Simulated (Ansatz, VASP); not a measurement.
# One calculation of Ni, two programs

The input INCAR:

```
SYSTEM = Ni
ALGO = Normal
EDIFF = 1E-6
ENCUT = 520
GGA = PE
GGA_COMPAT = .FALSE.
ISIF = 2
ISMEAR = 1
ISPIN = 2
LASPH = .TRUE.
LCHARG = .TRUE.
LELF = .TRUE.
LMAXMIX = 4
LORBIT = 11
LREAL = .FALSE.
LVHAR = .TRUE.
LWAVE = .FALSE.
MAGMOM = 2
NBANDS = 15
NELM = 200
PREC = Accurate
SIGMA = 0.1
```

The input KPOINTS:

```
k-points
0
G
  1 1 1
  0 0 0
```

The input POSCAR:

```
Ni
1.0
    8.5000000000      0.0000000000      0.0000000000
    0.0000000000      8.5000000000      0.0000000000
    0.0000000000      0.0000000000      8.5000000000
Ni
1
Direct
    0.0000000000      0.0000000000      0.0000000000
```

Input for Ansatz:

```yaml
crystal:
  lattice:
    - [8.5, 0, 0]
    - [0, 8.5, 0]
    - [0, 0, 8.5]
  atoms:
    - { symbol: Ni, position: [0, 0, 0], spin: 2.0 }
kpoints:
  mp_grid: { grid: [1, 1, 1], shift: [0, 0, 0] }
hamiltonian:
  xc: pbe
  pseudopotentials: { kind: nc }
scf:
  occupations: { method: cold, width: "0.1 eV" }
magnetization:
  spin_polarized: true
```

Alike in both runs: task single point; functional PBE; k mesh 1 × 1 × 1; collinear spin.

|  | VASP | Ansatz |
| --- | --- | --- |
| version | VASP 6.6.1 | Ansatz 0.2 development build |
| potentials or method | VASP PAW PBE potentials, release 64 (Ni) | scalar-relativistic |
| plane-wave cutoff (eV) | 520 | 1400 |
| occupations | methfessel-paxton of order 1, width 0.1 eV | cold |

```tsv
	VASP	Ansatz	Ansatz less VASP
net moment per atom (μB)	2.00	2.00	0.000
size of the moment on the site where the two differ most (μB)	1.33	1.99	+0.660
```

Site moments also hang on the region over which each program counts them. Ansatz's warnings: open shared shell at semilocal close, stability check not made.
